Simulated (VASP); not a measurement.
Crystal: NbP.

```
CELL_PARAMETERS angstrom
-1.67492 1.67492 5.74011
1.67492 -1.67492 5.74011
1.67492 1.67492 -5.74011
ATOMIC_POSITIONS crystal
Nb 0.24988 0.74988 0.50000
Nb 0.49988 0.49988 0.00000
P 0.83275 0.33275 0.50000
P 0.08275 0.08275 0.00000
```

```yaml
Program: VASP 6.6.1
Task: relaxation of cell and atoms
Functional: PBE
Dispersion: D4
Potentials_or_basis: VASP PAW PBE potentials, release 64 (Nb_sv, P)
Cutoff: 600 eV
k_mesh: 11 × 11 × 11
Occupations: fermi-dirac, width 0.05 eV
Spin: no spin polarisation
```

At the start: pressure -5.4 GPa; volume 16.10 Å³/atom.

Question: Where does the relaxation end?

Answer: Over 8 steps the energy falls by 8.1 meV/atom and the volume is 15.64 Å³/atom (-2.9 %); space group I4_1md (No. 109, to 0.1 Å) before and after.

Step by step:
| step | energy change (eV) | largest force (eV/Å) | pressure (GPa) | volume (Å³) |
| --- | --- | --- | --- | --- |
| 1 | 0.0000 | 0.0142 | -5.39 | 64.41 |
| 2 | 0.0724 | 0.0399 | 11.30 | 59.49 |
| 3 | -0.0315 | 0.0223 | -0.08 | 62.61 |
| 4 | -0.0315 | 0.0225 | 0.05 | 62.58 |
| 5 | -0.0324 | 0.0301 | 0.04 | 62.55 |
| 6 | -0.0325 | 0.0332 | 0.04 | 62.54 |
| 7 | -0.0325 | 0.0334 | 0.04 | 62.54 |
| 8 | -0.0326 | 0.0058 | -0.04 | 62.57 |

Final structure:
```cif
data_structure
_symmetry_space_group_name_H-M 'P 1'
_symmetry_Int_Tables_number 1
_cell_length_a 6.1273
_cell_length_b 6.1273
_cell_length_c 6.1273
_cell_angle_alpha 148.511
_cell_angle_beta 148.511
_cell_angle_gamma 45.132
_cell_volume 62.57
loop_
_atom_site_label
_atom_site_type_symbol
_atom_site_fract_x
_atom_site_fract_y
_atom_site_fract_z
_atom_site_occupancy
Nb1 Nb 0.25017 0.75017 0.50000 1
Nb2 Nb 0.50017 0.50017 0.00000 1
P1 P 0.83246 0.33246 0.50000 1
P2 P 0.08246 0.08246 0.00000 1
```
